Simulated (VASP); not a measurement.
Set up this calculation in VASP 6.6.1, as the native input.

```
Task                   : single point
Functional             : r2SCAN
Potentials or basis    : VASP PAW PBE potentials, release 64 (C)
Cutoff                 : 660 eV
k mesh                 : 12 × 12 × 12
Occupations            : gaussian, width 0.02 eV
Spin                   : no spin polarisation
Dipole correction      : no
Further INCAR settings : ALGO = Normal; EDIFF = 1e-06; NBANDS = 11
```

The system is C.

```
CELL_PARAMETERS angstrom
0.00000 1.78014 1.78014
1.78014 0.00000 1.78014
1.78014 1.78014 0.00000
ATOMIC_POSITIONS crystal
C 0.00000 0.00000 0.00000
C 0.25000 0.25000 0.25000
```

These files were run (other wordings do the same):

POSCAR

```
C
1.0
    0.0000000000      1.7801449969      1.7801449969
    1.7801449969      0.0000000000      1.7801449969
    1.7801449969      1.7801449969      0.0000000000
C
2
Direct
    0.0000000000      0.0000000000      0.0000000000
    0.2500000000      0.2500000000      0.2500000000
```

INCAR.step1

```
  PREC = Accurate
  ENCUT = 660
  ISMEAR = 0
  SIGMA = 0.02
  LREAL = False
  LASPH = True
  NELM = 120
  NBANDS = 11
  GGA = PE
  ALGO = Normal
  EDIFF = 1E-5
  LWAVE = True
  LCHARG = False
  GGA_COMPAT = False
```

INCAR.step2

```
  PREC = Accurate
  ENCUT = 660
  EDIFF = 1E-6
  ISMEAR = 0
  SIGMA = 0.02
  LREAL = False
  LASPH = True
  NELM = 120
  ALGO = Normal
  ISIF = 2
  LWAVE = False
  LCHARG = False
  METAGGA = R2SCAN
  LMIXTAU = True
  NBANDS = 11
  ISTART = 1
  GGA_COMPAT = False
```

KPOINTS

```
Automatic mesh
0
Gamma
  12 12 12
```

Potentials or basis: VASP PAW PBE potentials, release 64 (C).

Run with:

```console
$ cat potpaw_PBE.64/C/POTCAR > POTCAR
$ cp INCAR.step1 INCAR
$ mpirun -np 1 vasp_std > vasp.out
$ cp INCAR.step2 INCAR
$ mpirun -np 1 vasp_std > vasp.out
```

It gave:

```json
{"Pressure": "0.1 GPa", "Band gap on the k mesh": "4.36 eV, indirect (least direct gap 5.85 eV)"}
```

Caveat: the PAW data sets were made with another functional, which shifts forces and pressure a little.

Wall time 32 s on 1 thread of Intel(R) Xeon(R) Platinum 8259CL CPU @ 2.50GHz (Skylake/Cascade Lake), with other jobs on the host, peak memory 0.14 GiB.
